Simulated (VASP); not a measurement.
Runs of VASP 6.6.1 on AlNi3. The structure is that of space group I4/mmm (No. 139), or close to it. The cells are those of the table. 

| cell | further INCAR settings | gap on the mesh (eV) | pressure (GPa) |
| --- | --- | --- | --- |
| a = 3.970, b = 3.970, c = 3.641 Å, angles 62.7, 62.7, 54.6°, 4 atoms | ALGO = Fast; EDIFF = 1e-06; NBANDS = 24 | none | 22.2 |
| a = 3.803, b = 3.803, c = 3.641 Å, angles 61.4, 61.4, 57.2°, 4 atoms | ALGO = Fast; EDIFF = 1e-06; NBANDS = 24 | none | 48.9 |
| a = 3.886, b = 3.886, c = 3.641 Å, angles 62.1, 62.1, 55.9°, 4 atoms | ALGO = Fast; EDIFF = 1e-07; NBANDS = 24 | none | (a) |
| a = 3.721, b = 3.721, c = 3.799 Å, angles 59.3, 59.3, 61.4°, 4 atoms | ALGO = Fast; EDIFF = 1e-06; NBANDS = 24 | none | 48.4 |

Alike in all rows: task single point; level PBEsol; potentials or basis VASP PAW PBE potentials, release 64 (Al, Ni); no spin polarisation; k mesh 14 × 14 × 14; cutoff (eV) 520; smearing gaussian 0.15 eV.

**Question.** Fill in the values left out.

**Answer.** (a) 34.3.

Caveats: the cell stands under pressure; the PAW data sets were made with another functional, which shifts forces and pressure a little.

A gap of «none» marks levels without a gap at the run's occupations.
